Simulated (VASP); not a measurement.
# Na (P6/mmm) in VASP: a series of runs

Runs on Na. Level: PBE. Tasks: relaxation of cell and atoms.

Program: VASP 6.6.1. These are calculated values, not measurements. Logs are shortened: lines on timing, memory, paths and dates and some standing lists are left out, and cuts for length are marked.

### 1 The cell of the first run

The structure is hexagonal, space group P6/mmm (No. 191). Conventional cell: a = 3.054 Å, b = 3.054 Å, c = 2.828 Å, α = 90.00°, β = 90.00°, γ = 120.00°. Within 3.7 Å of Na (site symmetry 6/mmm) lie 8 Na at 2.83 to 3.05 Å.

This isn't the form of Na at room conditions, which is bcc.

### 2 Relaxation of cell and atoms, PBE, target pressure 9.4 GPa, at which the enthalpy is minimised

INCAR

```
SYSTEM = Na
PREC = Accurate
ENCUT = 600
EDIFF = 1E-7
ISMEAR = -1
SIGMA = 0.08
LREAL = .FALSE.
LASPH = .TRUE.
NELM = 60
ALGO = Normal
ISIF = 3
LWAVE = .FALSE.
LCHARG = .FALSE.
GGA = PE
IBRION = 2
NSW = 32
EDIFFG = -0.005
PSTRESS = 94.0
```

KPOINTS

```
regular mesh
0
G
  14 14 13
  0 0 0
```

POSCAR

```
Na
1.0
    3.0536088420      0.0000000000      0.0000000000
   -1.5268044210      2.6445028304      0.0000000000
    0.0000000000      0.0000000000      2.8275648561
Na
1
Direct
    0.0000000000      0.0000000000      0.0000000000
```

Potentials or basis: VASP PAW PBE potentials, release 64 (Na_pv).

Command:

```bash
$ cat potpaw_PBE.64/Na_pv/POTCAR > POTCAR
$ mpirun -np 1 vasp_std > vasp.out
```

OUTCAR:

```text
SYSTEM = Na
   PREC = Accurate
   ENCUT = 600
   EDIFF = 1E-7
   ISMEAR = -1
   LREAL = .FALSE.
   LASPH = .TRUE.
   NELM = 60
   ISIF = 3
   GGA = PE
   IBRION = 2
   NSW = 32
   EDIFFG = -0.005
   PSTRESS = 94.0

 ion  position               nearest neighbor table
   1  0.000  0.000  0.000-

  LATTYP: Found a hexagonal cell.
 ALAT       =     3.0536088420
 C/A-ratio  =     0.9259748063

  Lattice vectors:

 A1 = (   3.0536088420,   0.0000000000,   0.0000000000)
 A2 = (  -1.5268044210,   2.6445028304,   0.0000000000)
 A3 = (   0.0000000000,   0.0000000000,   2.8275648561)

Analysis of symmetry for initial positions (statically):
=====================================================================
 Subroutine PRICEL returns:
 Original cell was already a primitive cell.

 Routine SETGRP: Setting up the symmetry group for a
 hexagonal supercell.

 Subroutine GETGRP returns: Found 24 space group operations
 (whereof 24 operations were pure point group operations)
 out of a pool of 24 trial point group operations.

The static configuration has the point symmetry D_6h.

Analysis of symmetry for dynamics (positions and initial velocities):
=====================================================================
 Subroutine PRICEL returns:
 Original cell was already a primitive cell.

 Routine SETGRP: Setting up the symmetry group for a
 hexagonal supercell.

 Subroutine GETGRP returns: Found 24 space group operations
 (whereof 24 operations were pure point group operations)
 out of a pool of 24 trial point group operations.

The dynamic configuration has the point symmetry D_6h.

 Subroutine INISYM returns: Found 24 space group operations
 (whereof 24 operations are pure point group operations),
 and found     1 'primitive' translations

----------------------------------------------------------------------------------------

                                     Primitive cell

  volume of cell :      22.8334

  direct lattice vectors                    reciprocal lattice vectors
     3.053608842  0.000000000  0.000000000     0.327481368  0.189071456  0.000000000
    -1.526804421  2.644502830  0.000000000     0.000000000  0.378142912  0.000000000
     0.000000000  0.000000000  2.827564856     0.000000000  0.000000000  0.353661207

  length of vectors
     3.053608842  3.053608842  2.827564856     0.378142912  0.378142912  0.353661207

  position of ions in fractional coordinates (direct lattice)
     0.000000000  0.000000000  0.000000000

  ion indices of the primitive-cell ions
   primitive index   ion index
                 1           1

----------------------------------------------------------------------------------------

 KPOINTS: regular mesh

Automatic generation of k-mesh.
 Grid dimensions read from file:
 generate k-points for:   14   14   13

 Generating k-lattice:

  Cartesian coordinates                     Fractional coordinates (reciprocal lattice)
     0.023391526  0.013505104  0.000000000     0.071428571  0.000000000  0.000000000
     0.000000000  0.027010208  0.000000000     0.000000000  0.071428571  0.000000000
     0.000000000  0.000000000  0.027204708     0.000000000  0.000000000  0.076923077

  Length of vectors
     0.027010208  0.027010208  0.027204708

  Shift w.r.t. Gamma in fractional coordinates (k-lattice)
     0.000000000  0.000000000  0.000000000

 Subroutine IBZKPT returns following result:
 ===========================================

 Found    168 irreducible k-points:

 Following reciprocal coordinates:
            Coordinates               Weight
  0.000000  0.000000  0.000000      1.000000
  0.071429 -0.000000  0.000000      6.000000
  0.142857  0.000000  0.000000      6.000000
  0.214286  0.000000  0.000000      6.000000
  0.285714  0.000000  0.000000      6.000000
  0.357143  0.000000  0.000000      6.000000
[... 16 lines left out ...]
  0.285714  0.285714  0.000000      6.000000
  0.357143  0.285714  0.000000      6.000000
 [... further k-points ...]
   k-points           NKPTS =    168   k-points in BZ     NKDIM =    168   number of bands    NBANDS=      7
   number of dos      NEDOS =    301   number of ions     NIONS =      1
   total plane-waves  NPLWV =  13824
   dimension x,y,z NGX =    24 NGY =   24 NGZ =   24
   dimension x,y,z NGXF=    48 NGYF=   48 NGZF=   48
   ions per type =               1
   NGX,Y,Z   is equivalent  to a cutoff of  13.07, 13.07, 14.11 a.u.
   NGXF,Y,Z  is equivalent  to a cutoff of  26.13, 26.13, 28.22 a.u.
 SYSTEM =  Na
   PREC   = accura    normal or accurate (medium, high low for compatibility)
   ISTART =      0    job   : 0-new  1-cont  2-samecut
   ICHARG =      2    charge: 1-file 2-atom 10-const
   ISPIN  =      1    spin polarized calculation?
   LNONCOLLINEAR =      F non collinear calculations
   LSORBIT =      F    spin-orbit coupling
   LASPH  =      T    aspherical Exc in radial PAW
   ENCUT  =  600.0 eV  44.10 Ry    6.64 a.u.   6.10  6.10  5.65*2*pi/ulx,y,z
   NELM   =     60;   NELMIN=  2; NELMDL= -5     # of ELM steps
   EDIFF  = 0.1E-06   stopping-criterion for ELM
   LREAL  =      F    real-space projection
   EDIFFG = -.5E-02   stopping-criterion for IOM
   NSW    =     32    number of steps for IOM
   IBRION =      2    ionic relax: 0-MD 1-quasi-New 2-CG
   NFREE  =      1    steps in history (QN), initial steepest desc. (CG)
   ISIF   =      3    stress and relaxation
   ISYM   =      2    0-nonsym 1-usesym 2-fastsym
   POTIM  = 0.5000    time-step for ionic-motion
   TEBEG  =    0.0;   TEEND  =   0.0 temperature during run
   PSTRESS=   94.0 pullay stress
   NELECT =       7.0000    total number of electrons
   NUPDOWN=      -1.0000    fix difference up-down
   EMIN   =  10.00;   EMAX   =-10.00  energy-range for DOS
   EFERMI =   0.00;   METHOD = LEGACY
   ISMEAR =    -1;   SIGMA  =   0.08  broadening in eV -4-tet -1-fermi 0-gaus
   EFERMI_NEDOS =   21; number of points for ismear=-14 and -15
   IALGO  =     38    algorithm
   IMIX   =      4    mixing-type and parameters
     AMIX     =   0.40;   BMIX     =  1.00
     AMIX_MAG =   1.60;   BMIX_MAG =  1.00
  volume/ion in A,a.u.               =      22.83       154.09
  Fermi-wavevector in a.u.,A,eV,Ry     =   1.103869  2.086010 16.579061  1.218527
  Thomas-Fermi vector in A             =   2.240333
   LORBIT       =      0    0 simple, 1 ext, 2 COOP (PROOUT), +10 PAW based schemes
   GGA     = PE    functional components
   LHFCALC =     F    Hartree Fock is set to
   AEXX    =    0.0000 exact exchange contribution
   IVDW    =     0    specifies the selected vdW correction
   LEPSILON=     F    determine dielectric tensor
   LRPA    =     F    only Hartree local field effects (RPA)
 conjugate gradient relaxation of ions
 non-spin polarized calculation
  energy-cutoff  :      600.00
  volume of cell :       22.83
 maximum number of plane-waves:       776
   NGX = 13   NGY = 13   NGZ = 11

--------------------------------------- Ionic step        1  -------------------------------------------

 number of electron       6.9999989 magnetization

 Free energy of the ion-electron system (eV)
  ---------------------------------------------------
  ext. energy  EPLUGINS =         0.00000000
  ---------------------------------------------------
  free energy    TOTEN  =        -0.94782392 eV

  energy without entropy =       -0.94037836  energy(sigma->0) =       -0.94410114

------------------------ aborting loop because EDIFF is reached ----------------------------------------

  FORCE on cell =-STRESS in cart. coord.  units (eV):
  Direction    XX          YY          ZZ          XY          YZ          ZX
  --------------------------------------------------------------------------------------
  -------------------------------------------------------------------------------------
  Total        1.3211301      1.3211301      1.3265738      0.0000000      0.0000000      0.0000000
  in kB       92.7013675     92.7013675     93.0833480      0.0000000      0.0000000      0.0000000
  external PRESSURE =      -1.1713056 kB  Pullay stress =      94.0000000 kB
[... 207 lines left out ...]
  enthalpy is  TOTEN    =         0.3918146945 eV   P V=        1.3393427629

--------------------------------------- Ionic step        7  -------------------------------------------

 number of electron       6.9999989 magnetization

 Free energy of the ion-electron system (eV)
  ---------------------------------------------------
  ext. energy  EPLUGINS =         0.00000000
  ---------------------------------------------------
  free energy    TOTEN  =        -0.94767568 eV

  energy without entropy =       -0.94023036  energy(sigma->0) =       -0.94395302

 E-fermi :   2.1918     XC(G=0):  -7.9228

 val. band max:        2.1115822899   @ k =   0.3571   0.0714   0.2308
 cond. band min:       2.2004192221   @ k =   0.2857   0.2143   0.1538
 fundamental gap:      0.0888369322
 Fermi energy:         2.1918101209

 k-point     1 :       0.0000    0.0000    0.0000
  band No.  band energies     occupation
      1     -22.7177      2.00000
      2     -22.7177      2.00000
      3     -22.6963      2.00000
      4      -2.2582      2.00000
      5      13.4868      0.00000
      6      16.1516      0.00000
      7      16.2076      0.00000
[... 221 lines left out ...]
 k-point    24 :       0.3571    0.2857    0.0000
  band No.  band energies     occupation
      1     -22.8695      2.00000
      2     -22.8383      2.00000
      3     -22.6731      2.00000
      4       3.7588      0.00000
      5       4.3896      0.00000
      6       6.6917      0.00000
      7      20.1009      0.00000

 [... further k-points ...]

------------------------ aborting loop because EDIFF is reached ----------------------------------------

  FORCE on cell =-STRESS in cart. coord.  units (eV):
  Direction    XX          YY          ZZ          XY          YZ          ZX
  --------------------------------------------------------------------------------------
  -------------------------------------------------------------------------------------
  Total        1.3369975      1.3369975      1.3414333      0.0000000     -0.0000000     -0.0000000
  in kB       93.8250797     93.8250797     94.1363620      0.0000000     -0.0000000     -0.0000000
  external PRESSURE =      -0.0711595 kB  Pullay stress =      94.0000000 kB
[... 16 lines left out ...]
  FREE ENERGIE OF THE ION-ELECTRON SYSTEM (eV)
  ---------------------------------------------------
  free  energy   TOTEN  =        -0.9476756848 eV

  energy  without entropy=       -0.9402303637  energy(sigma->0) =       -0.94395302

  enthalpy is  TOTEN    =         0.3918144273 eV   P V=        1.3394901121

 reached required accuracy - stopping structural energy minimisation
```

Wall time 44 s (1 thread of Intel Xeon 8259CL, shared host); peak memory 0.15 GiB.

What came out:

| Quantity | Value |
| --- | --- |
| Free energy | -0.9477 eV |
| Relaxed volume | 22.83 Å³/atom |
| Relaxed cell | a = 3.053 Å, b = 3.053 Å, c = 2.827 Å, α = 90.00°, β = 90.00°, γ = 120.00° |
| Space group after relaxing (to 0.1 Å) | P6/mmm (No. 191) |
| Energy change on relaxing (the run minimises the enthalpy) | +0.1 meV/atom |
| Ionic steps | 7 |
| Pressure after relaxing | 9.4 GPa |
| Band gap on the k mesh | zero (an odd number of electrons rules out a gap without spin polarisation) |

Step by step:
```tsv
step	energy change (eV)	largest force (eV/Å)	pressure (GPa)	volume (Å³)
1	0.0000	0.0000	9.28	22.83
2	0.0033	0.0000	9.52	22.78
3	0.0017	0.0000	9.45	22.81
4	0.0012	0.0000	9.44	22.81
5	0.0006	0.0000	9.43	22.82
6	0.0003	0.0000	9.42	22.83
7	0.0001	0.0000	9.39	22.83
```

Final structure:
```
Na
1.0
     3.05348    0.00000    0.00000
    -1.52674    2.64440    0.00000
     0.00000    0.00000    2.82748
Na
1
Direct
  0.00000 0.00000 0.00000
```

Caveat: the cell is relaxed towards a set pressure, so the run minimises the enthalpy, not the energy.

### 3 Relaxation of cell and atoms, PBE, target pressure 9.4 GPa, at which the enthalpy is minimised

This run uses another cell than the first one, of 23.03 Å³/atom.

INCAR

```
ALGO = Normal
EDIFF = 1E-6
EDIFFG = -0.005
ENCUT = 600
GGA = PE
IBRION = 2
ISIF = 3
ISMEAR = -1
LASPH = True
LCHARG = False
LREAL = False
LWAVE = False
NELM = 80
NSW = 60
PREC = Accurate
PSTRESS = 94.0
SIGMA = 0.08
```

KPOINTS

```
k-points
0
Gamma
  14 14 13
```

POSCAR

```
Na
1.0
    3.0472522554      0.0000000000      0.0000000000
   -1.5236261277      2.6389978649      0.0000000000
    0.0000000000      0.0000000000      2.8644171200
Na
1
Direct
    0.0000000000      0.0000000000      0.0000000000
```

Potentials or basis: VASP PAW PBE potentials, release 64 (Na_pv).

Command:

```bash
$ cat potpaw_PBE.64/Na_pv/POTCAR > POTCAR
$ mpirun -np 1 vasp_std > vasp.out
```

Run time: 66 s. Hardware: 1 thread of Intel Xeon 8259CL, shared host; peak memory 0.15 GiB.

Results (log left out):

```yaml
Free_energy: -0.9472 eV
Relaxed_volume: 22.82 Å³/atom
Relaxed_cell: a = 3.053 Å, b = 3.053 Å, c = 2.828 Å, α = 90.00°, β = 90.00°, γ = 120.00°
Space_group_after_relaxing_to_0.1_Å: P6/mmm (No. 191)
Energy_change_on_relaxing_the_run_minimises_the_enthalpy: +11.6 meV/atom
Ionic_steps: 6
Pressure_after_relaxing: 9.4 GPa
Band_gap_on_the_k_mesh: zero (an odd number of electrons rules out a gap without spin polarisation)
```

The path:
| step | energy change (eV) | largest force (eV/Å) | pressure (GPa) | volume (Å³) |
| --- | --- | --- | --- | --- |
| 1 | 0.0000 | 0.0000 | 8.99 | 23.03 |
| 2 | 0.0108 | 0.0000 | 9.43 | 22.84 |
| 3 | 0.0149 | 0.0000 | 9.53 | 22.77 |
| 4 | 0.0165 | 0.0000 | 9.56 | 22.74 |
| 5 | 0.0131 | 0.0000 | 9.46 | 22.80 |
| 6 | 0.0116 | 0.0000 | 9.42 | 22.82 |

Final structure:
```
CELL_PARAMETERS angstrom
3.05288 0.00000 0.00000
-1.52644 2.64387 0.00000
0.00000 0.00000 2.82762
ATOMIC_POSITIONS crystal
Na 0.00000 0.00000 0.00000
```

Levels at points of the mesh, in eV from the Fermi level:
| k point | band 2 | band 3 | band 4 | band 5 | band 6 | band 7 |
| --- | --- | --- | --- | --- | --- | --- |
| (0.00, 0.00, 0.00) | -24.91 | -24.89 | -4.45 | 11.29 | 13.96 | 14.02 |
| (0.50, 0.00, 0.00) | -24.95 | -24.87 | 0.46 | 1.38 | 10.37 | 11.30 |

Caveat: the cell is relaxed towards a set pressure, so the run minimises the enthalpy, not the energy.

The gap in the log of VASP goes by the Fermi energy; the results here count the filled bands.